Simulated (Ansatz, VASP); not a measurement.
**CdSe: VASP beside Ansatz**

```xyz
2
Lattice="-0.2231 3.4975 3.0413 3.0413 -0.2231 3.0413 2.8182 3.2744 0.0000" Properties=species:S:1:pos:R:3 pbc="T T T"
Cd    0.0000    0.0000    0.0000
Se    4.2273    4.9116    4.5620
```

Change from the starting cell: engineering shear strain xz -0.1467, normal strain along z +0.1500.

Alike in both runs: task single point; functional PBEsol; k mesh 10 × 10 × 10; occupations gaussian, width 0.05 eV; no spin polarisation.

|  | VASP | Ansatz |
| --- | --- | --- |
| version | VASP 6.6.1 | Ansatz 0.2.0 |
| potentials or method | VASP PAW PBE potentials, release 64 (Cd, Se), cutoff 520 eV | scalar-relativistic, plane waves, PAW |
| valence electrons in the cell | 18 | 36 |

Ansatz gave:

```
gap on the k mesh at the Fermi level (eV)                     : 0.27
least direct gap on the mesh (eV)                             : 0.27
pressure (GPa)                                                : -4.5
traceless stress, the component that is largest in VASP (GPa) : 3.03
rms of the force components (eV/Å)                            : 0.138
```

Q: What did VASP give for the same quantities?

A: gap on the k mesh at the Fermi level (eV): 0.27; least direct gap on the mesh (eV): 0.27; pressure (GPa): -4.3; traceless stress, the component that is largest in VASP (GPa): 3.13; rms of the force components (eV/Å): 0.152.

VASP's potentials were made for PBE, not for PBEsol. Atom by atom the forces differ by 0.014 eV/Å (rms over components). VASP's potentials hold 18 valence electrons a cell and Ansatz's 36, so a difference there can come from the potentials and not from the codes.
